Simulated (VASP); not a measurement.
# ZrO2 (Fm-3m) in VASP: notebook

Runs on ZrO2. Level: PBE+D3(BJ). Tasks: single point, phonons.

Program: VASP 6.6.1. These are calculated values, not measurements. Logs are shortened: lines on timing, memory, paths and dates and some standing lists are left out, and cuts for length are marked.

**1. The cell of the first run**

The structure is cubic, space group Fm-3m (No. 225). The conventional cell has a = 5.088 Å, b = 5.088 Å, c = 5.088 Å, α = 90.00°, β = 90.00°, γ = 90.00°. Zr (site symmetry m-3m) has 8 O at 2.20 Å within 2.9 Å. O (site symmetry -43m) has 4 Zr at 2.20 Å and 6 O at 2.54 Å within 2.9 Å.

**2. Single point, PBE+D3(BJ)**

POSCAR reads:

```
ZrO2
1.0
    0.0000000000      2.5438747277      2.5438747277
    2.5438747277      0.0000000000      2.5438747277
    2.5438747277      2.5438747277      0.0000000000
Zr O
1 2
Direct
    0.5000000000      0.5000000000      0.5000000000
    0.7500000000      0.7500000000      0.7500000000
    0.2500000000      0.2500000000      0.2500000000
```

INCAR.step1 reads:

```
SYSTEM = ZrO2
PREC = Accurate
ENCUT = 520
EDIFF = 1E-6
ISMEAR = 0
SIGMA = 0.02
LREAL = .False.
LASPH = .True.
NELM = 120
ALGO = Normal
ISIF = 2
LWAVE = .False.
LCHARG = .True.
LMAXMIX = 4
GGA = PE
IVDW = 12
NBANDS = 19
GGA_COMPAT = .False.
NEDOS = 2001
LORBIT = 11
```

KPOINTS.step1 reads:

```
regular mesh
0
Gamma
  8 8 8
  0 0 0
```

INCAR.step2 reads:

```
SYSTEM = ZrO2
PREC = Accurate
ENCUT = 520
EDIFF = 1E-6
ISMEAR = -5
SIGMA = 0.02
LREAL = .False.
LASPH = .True.
NELM = 120
ALGO = Normal
ISIF = 2
LWAVE = .False.
LCHARG = .False.
LMAXMIX = 4
GGA = PE
IVDW = 12
LORBIT = 11
NEDOS = 2001
ICHARG = 11
GGA_COMPAT = .False.
```

KPOINTS.step2 reads:

```
regular mesh
0
Gamma
  12 12 12
  0 0 0
```

Potentials or basis: VASP PAW PBE potentials, release 64 (Zr_sv, O).

Launch:

```sh
cat potpaw_PBE.64/Zr_sv/POTCAR potpaw_PBE.64/O/POTCAR > POTCAR
cp INCAR.step1 INCAR
cp KPOINTS.step1 KPOINTS
mpirun -np 1 vasp_std > vasp.out
cp INCAR.step2 INCAR
cp KPOINTS.step2 KPOINTS
mpirun -np 1 vasp_std > vasp.out
```

OUTCAR:

```text
SYSTEM = ZrO2
   PREC = Accurate
   ENCUT = 520
   EDIFF = 1E-6
   ISMEAR = -5
   LREAL = .False.
   LASPH = .True.
   NELM = 120
   ISIF = 2
   GGA = PE
   IVDW = 12
   LORBIT = 11
   ICHARG = 11
 IVDW          = 12

 ion  position               nearest neighbor table
   1  0.500  0.500  0.500-   3 2.20   2 2.20   3 2.20   2 2.20   3 2.20   3 2.20   2 2.20   2 2.20

   2  0.750  0.750  0.750-   1 2.20   1 2.20   1 2.20   1 2.20
   3  0.250  0.250  0.250-   1 2.20   1 2.20   1 2.20   1 2.20

  LATTYP: Found a face centered cubic cell.
 ALAT       =     5.0877494554

  Lattice vectors:

 A1 = (   0.0000000000,   2.5438747277,   2.5438747277)
 A2 = (   2.5438747277,   0.0000000000,   2.5438747277)
 A3 = (   2.5438747277,   2.5438747277,   0.0000000000)

Analysis of symmetry for initial positions (statically):
=====================================================================
 Subroutine PRICEL returns:
 Original cell was already a primitive cell.

 Routine SETGRP: Setting up the symmetry group for a
 face centered cubic supercell.

 Subroutine GETGRP returns: Found 48 space group operations
 (whereof 48 operations were pure point group operations)
 out of a pool of 48 trial point group operations.

The static configuration has the point symmetry O_h .

Analysis of symmetry for dynamics (positions and initial velocities):
=====================================================================
 Subroutine PRICEL returns:
 Original cell was already a primitive cell.

 Routine SETGRP: Setting up the symmetry group for a
 face centered cubic supercell.

 Subroutine GETGRP returns: Found 48 space group operations
 (whereof 48 operations were pure point group operations)
 out of a pool of 48 trial point group operations.

The dynamic configuration has the point symmetry O_h .

 Subroutine INISYM returns: Found 48 space group operations
 (whereof 48 operations are pure point group operations),
 and found     1 'primitive' translations

----------------------------------------------------------------------------------------

                                     Primitive cell

  volume of cell :      32.9243

  direct lattice vectors                    reciprocal lattice vectors
     0.000000000  2.543874728  2.543874728    -0.196550559  0.196550559  0.196550559
     2.543874728  0.000000000  2.543874728     0.196550559 -0.196550559  0.196550559
     2.543874728  2.543874728  0.000000000     0.196550559  0.196550559 -0.196550559

  length of vectors
     3.597582141  3.597582141  3.597582141     0.340435555  0.340435555  0.340435555

  position of ions in fractional coordinates (direct lattice)
     0.500000000  0.500000000  0.500000000
     0.750000000  0.750000000  0.750000000
     0.250000000  0.250000000  0.250000000

  ion indices of the primitive-cell ions
   primitive index   ion index
                 1           1
                 2           2
                 3           3

----------------------------------------------------------------------------------------

 KPOINTS: regular mesh

Automatic generation of k-mesh.
 Grid dimensions read from file:
 generate k-points for:   12   12   12

 Generating k-lattice:

  Cartesian coordinates                     Fractional coordinates (reciprocal lattice)
    -0.016379213  0.016379213  0.016379213     0.083333333  0.000000000  0.000000000
     0.016379213 -0.016379213  0.016379213     0.000000000  0.083333333  0.000000000
     0.016379213  0.016379213 -0.016379213     0.000000000  0.000000000  0.083333333

  Length of vectors
     0.028369630  0.028369630  0.028369630

  Shift w.r.t. Gamma in fractional coordinates (k-lattice)
     0.000000000  0.000000000  0.000000000

 TETIRR: Found    247 inequivalent tetrahedra from    10368

 Subroutine IBZKPT returns following result:
 ===========================================

 Found     72 irreducible k-points:

 Following reciprocal coordinates:
            Coordinates               Weight
  0.000000  0.000000  0.000000      1.000000
  0.083333  0.000000  0.000000      8.000000
  0.166667  0.000000  0.000000      8.000000
  0.250000  0.000000  0.000000      8.000000
  0.333333  0.000000  0.000000      8.000000
  0.416667  0.000000  0.000000      8.000000
[... 16 lines left out ...]
  0.500000  0.166667  0.000000     24.000000
 -0.416667  0.166667  0.000000     24.000000
 [... further k-points ...]
   k-points           NKPTS =     72   k-points in BZ     NKDIM =     72   number of bands    NBANDS=     16
   number of dos      NEDOS =   2001   number of ions     NIONS =      3
   total plane-waves  NPLWV =  21952
   dimension x,y,z NGX =    28 NGY =   28 NGZ =   28
   dimension x,y,z NGXF=    56 NGYF=   56 NGZF=   56
   ions per type =               1   2
   NGX,Y,Z   is equivalent  to a cutoff of  12.94, 12.94, 12.94 a.u.
   NGXF,Y,Z  is equivalent  to a cutoff of  25.88, 25.88, 25.88 a.u.
 SYSTEM =  ZrO2
   PREC   = accura    normal or accurate (medium, high low for compatibility)
   ISTART =      0    job   : 0-new  1-cont  2-samecut
   ICHARG =     11    charge: 1-file 2-atom 10-const
   ISPIN  =      1    spin polarized calculation?
   LNONCOLLINEAR =      F non collinear calculations
   LSORBIT =      F    spin-orbit coupling
   LASPH  =      T    aspherical Exc in radial PAW
   ENCUT  =  520.0 eV  38.22 Ry    6.18 a.u.   6.69  6.69  6.69*2*pi/ulx,y,z
   NELM   =    120;   NELMIN=  2; NELMDL=  0     # of ELM steps
   EDIFF  = 0.1E-05   stopping-criterion for ELM
   LREAL  =      F    real-space projection
[... 7 lines left out ...]
   TEBEG  =    0.0;   TEEND  =   0.0 temperature during run
   PSTRESS=    0.0 pullay stress
   NELECT =      24.0000    total number of electrons
   NUPDOWN=      -1.0000    fix difference up-down
   EMIN   =  10.00;   EMAX   =-10.00  energy-range for DOS
   EFERMI =   0.00;   METHOD = LEGACY
   ISMEAR =    -5;   SIGMA  =   0.02  broadening in eV -4-tet -1-fermi 0-gaus
   EFERMI_NEDOS =   21; number of points for ismear=-14 and -15
   IALGO  =     38    algorithm
   IMIX   =      4    mixing-type and parameters
     AMIX     =   0.40;   BMIX     =  1.00
     AMIX_MAG =   1.60;   BMIX_MAG =  1.00
  volume/ion in A,a.u.               =      10.97        74.06
  Fermi-wavevector in a.u.,A,eV,Ry     =   1.473351  2.784229 29.535022  2.170763
  Thomas-Fermi vector in A             =   2.588255
   LORBIT       =     11    0 simple, 1 ext, 2 COOP (PROOUT), +10 PAW based schemes
   GGA     = PE    functional components
   LHFCALC =     F    Hartree Fock is set to
   AEXX    =    0.0000 exact exchange contribution
   IVDW    =    12    specifies the selected vdW correction
   LEPSILON=     F    determine dielectric tensor
   LRPA    =     F    only Hartree local field effects (RPA)
 non-spin polarized calculation
 Fermi weights with tetrahedron method with Bloechl corrections
  energy-cutoff  :      520.00
  volume of cell :       32.92
 maximum number of plane-waves:       911

 number of electron      23.9999991 magnetization

 Free energy of the ion-electron system (eV)
  ---------------------------------------------------
  ext. energy  EPLUGINS =         0.00000000
  ---------------------------------------------------
  free energy    TOTEN  =       -28.55927754 eV

  energy without entropy =      -28.55927754  energy(sigma->0) =      -28.55927754

 E-fermi :   7.2640     XC(G=0): -11.7899

 val. band max:        7.2386502279   @ k =   0.5000   0.5000   0.0000
 cond. band min:      10.5950147993   @ k =   0.0000   0.0000   0.0000
 fundamental gap:      3.3563645714
 Fermi energy:         7.2639907106

 k-point     1 :       0.0000    0.0000    0.0000
  band No.  band energies     occupation
      1     -40.8433      2.00000
      2     -18.6637      2.00000
      3     -18.6637      2.00000
      4     -18.6637      2.00000
      5     -10.9646      2.00000
      6      -8.4016      2.00000
[... 8 lines left out ...]
     15      13.8281      0.00000
     16      16.6217      0.00000

 k-point     2 :       0.0833    0.0000    0.0000
  band No.  band energies     occupation
      1     -40.8402      2.00000
      2     -18.7156      2.00000
      3     -18.6684      2.00000
      4     -18.6684      2.00000
      5     -10.8639      2.00000
      6      -8.4758      2.00000
[... 8 lines left out ...]
     15      14.0706      0.00000
     16      16.3501      0.00000

 k-point     3 :       0.1667    0.0000    0.0000
  band No.  band energies     occupation
      1     -40.8316      2.00000
      2     -18.8523      2.00000
      3     -18.6814      2.00000
      4     -18.6814      2.00000
      5     -10.5995      2.00000
      6      -8.6566      2.00000
[... 8 lines left out ...]
     15      14.4308      0.00000
     16      15.9637      0.00000

 k-point     4 :       0.2500    0.0000    0.0000
  band No.  band energies     occupation
      1     -40.8198      2.00000
      2     -19.0283      2.00000
      3     -18.6990      2.00000
      4     -18.6990      2.00000
      5     -10.2793      2.00000
      6      -8.8378      2.00000
[... 8 lines left out ...]
     15      14.0705      0.00000
     16      15.9667      0.00000
[... 324 lines left out ...]
 k-point    22 :       0.4167    0.1667    0.0000
  band No.  band energies     occupation
      1     -40.7984      2.00000
      2     -19.2270      2.00000
      3     -18.8130      2.00000
      4     -18.7589      2.00000
      5      -9.7474      2.00000
      6      -9.0420      2.00000
[... 8 lines left out ...]
     15      13.6298      0.00000
     16      15.1305      0.00000

 k-point    23 :       0.5000    0.1667    0.0000
  band No.  band energies     occupation
      1     -40.7923      2.00000
      2     -19.2860      2.00000
      3     -18.8530      2.00000
      4     -18.7603      2.00000
      5      -9.7441      2.00000
      6      -8.9332      2.00000
[... 8 lines left out ...]
     15      13.3901      0.00000
     16      14.9661      0.00000

 k-point    24 :      -0.4167    0.1667    0.0000
  band No.  band energies     occupation
      1     -40.7915      2.00000
      2     -19.2861      2.00000
      3     -18.8756      2.00000
      4     -18.7513      2.00000
      5      -9.7469      2.00000
      6      -8.9138      2.00000
[... 8 lines left out ...]
     15      13.3780      0.00000
     16      14.8698      0.00000

 [... further k-points ...]

------------------------ aborting loop because EDIFF is reached ----------------------------------------

 Edisp (eV)   -0.80213

 E8    (eV) :    -0.3428

  FORCE on cell =-STRESS in cart. coord.  units (eV):
  Direction    XX          YY          ZZ          XY          YZ          ZX
  --------------------------------------------------------------------------------------
  -------------------------------------------------------------------------------------
  Total       0.06210     0.06210     0.06210     0.00000    -0.00000     0.00000
  in kB       3.02211     3.02211     3.02211     0.00000    -0.00000     0.00000
  external pressure =        3.02 kB  Pullay stress =        0.00 kB

 VOLUME and BASIS-vectors are now :
 -----------------------------------------------------------------------------
  energy-cutoff  :      520.00
  volume of cell :       32.92
      direct lattice vectors                 reciprocal lattice vectors
     0.000000000  2.543874728  2.543874728    -0.196550559  0.196550559  0.196550559
     2.543874728  0.000000000  2.543874728     0.196550559 -0.196550559  0.196550559
     2.543874728  2.543874728  0.000000000     0.196550559  0.196550559 -0.196550559

 POSITION                                       TOTAL-FORCE (eV/Angst)
 -----------------------------------------------------------------------------------
      2.54387      2.54387      2.54387         0.000000      0.000000      0.000000
      3.81581      3.81581      3.81581        -0.000000     -0.000000     -0.000000
      1.27194      1.27194      1.27194         0.000000      0.000000      0.000000
 -----------------------------------------------------------------------------------
    total drift:                                0.000000     -0.000000      0.000000

  FREE ENERGIE OF THE ION-ELECTRON SYSTEM (eV)
  ---------------------------------------------------
  free  energy   TOTEN  =       -29.3614099572 eV

  energy  without entropy=      -29.3614099572  energy(sigma->0) =      -29.36140996

 total charge

# of ion       s       p       d       tot
------------------------------------------
    1        2.169   6.052   1.308   9.529
    2        1.564   3.539   0.000   5.104
    3        1.564   3.539   0.000   5.104
--------------------------------------------------
tot          5.297  13.131   1.308  19.736
```

It took 88 s on 1 thread of Intel Xeon 8259CL, shared host; peak memory 0.18 GiB.

What came out:

| Property | Result |
| --- | --- |
| Valence electrons inside the program's atomic spheres | Zr 9.53; O 5.10 |
| Dispersion energy per atom | -0.267 eV |

Levels at points of the mesh, in eV from the valence-band top:
| k point | band 8 | band 9 | band 10 | band 11 | band 12 | band 13 | band 14 | band 15 | band 16 |
| --- | --- | --- | --- | --- | --- | --- | --- | --- | --- |
| (0.00, 0.00, 0.00) | -5.24 | -5.24 | -0.53 | -0.53 | -0.53 | 3.36 | 3.36 | 6.59 | 9.38 |
| (0.50, 0.00, 0.00) | -4.22 | -2.53 | -2.48 | -1.64 | -1.64 | 4.00 | 4.00 | 6.10 | 8.48 |
| (0.50, 0.50, 0.00) | -3.15 | -3.15 | -1.51 | -1.51 | 0.00 | 3.80 | 4.75 | 5.84 | 7.29 |

(Continued in part 2 of 2.)
